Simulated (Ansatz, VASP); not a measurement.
## Two plane-wave programs on C

```xyz
2
Lattice="2.1072 0.0000 0.0000 -1.0536 1.8249 0.0000 0.0000 0.0000 3.4410" Properties=species:S:1:pos:R:3 pbc="T T T"
C     0.0000    1.2166    0.8603
C     1.0536    0.6083    2.5808
```

Alike in both runs: task relaxation of cell and atoms; functional LDA; k mesh 17 × 17 × 9; occupations fermi-dirac, width 0.1 eV; no spin polarisation.

|  | VASP | Ansatz |
| --- | --- | --- |
| version | VASP 6.6.1 | Ansatz 0.2.0 |
| potentials or method | VASP PAW LDA potentials, release 64 (C), cutoff 600 eV | plane waves (420 eV) with PAW, scalar-relativistic |
| valence electrons in the cell | 8 | 8 |

|  | VASP | Ansatz | Ansatz less VASP |
| --- | --- | --- | --- |
| relaxed volume (Å³/atom) | 6.50 | 7.53 | +1.036 |
| relaxed cell length with the largest relative difference (Å) | 5.237 | 6.052 | +0.8153 |

Ansatz warns that its potentials were made for another functional, while VASP's fit it. LDA's correlation is that of Perdew and Zunger in VASP and of Perdew and Wang (1992) in Ansatz. One of these differences is far larger than is usual between the two programs; its cause wasn't traced.
